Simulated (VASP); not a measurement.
Here is a VASP 6.6.1 calculation.

File INCAR:

```
ALGO = Normal
EDIFF = 1E-7
ENCUT = 520
GGA = CA
ISIF = 2
ISMEAR = 0
LASPH = T
LCHARG = F
LREAL = F
LWAVE = F
NBANDS = 36
NELM = 60
PREC = Accurate
SIGMA = 0.02
```

Contents of KPOINTS:

```
k-points
0
Gamma
  12 12 2
```

The input POSCAR:

```
SiC
1.0
    3.0592956013      0.0000000029      0.0000000000
   -1.5296478031      2.6494277070      0.0000000000
    0.0000000000      0.0000000000     15.0117117250
Si C
6 6
Direct
    0.3333333333      0.6666666667      0.8329904585
    0.6666666667      0.3333333333      0.3329904585
    0.6666666667      0.3333333333      0.6665017732
    0.3333333333      0.6666666667      0.1665017732
    0.0000000000      0.0000000000      0.4997210974
    0.0000000000      0.0000000000      0.9997210974
    0.0000000000      0.0000000000      0.8743700248
    0.0000000000      0.0000000000      0.3743700248
    0.3333333333      0.6666666667      0.7080047586
    0.6666666667      0.3333333333      0.2080047586
    0.6666666667      0.3333333333      0.5415128876
    0.3333333333      0.6666666667      0.0415128876
```

Potentials or basis: VASP PAW LDA potentials, release 64 (Si, C).

The run is started by

```console
$ cat potpaw_LDA.64/Si/POTCAR potpaw_LDA.64/C/POTCAR > POTCAR
$ mpirun -np 1 vasp_std > vasp.out
```

Task: Predict the band gap on the k mesh.

Result: 1.97 eV (least direct gap 3.07 eV).

Task: Estimate the pressure.

Result: 0.4 GPa.

A k mesh can miss the band edges.
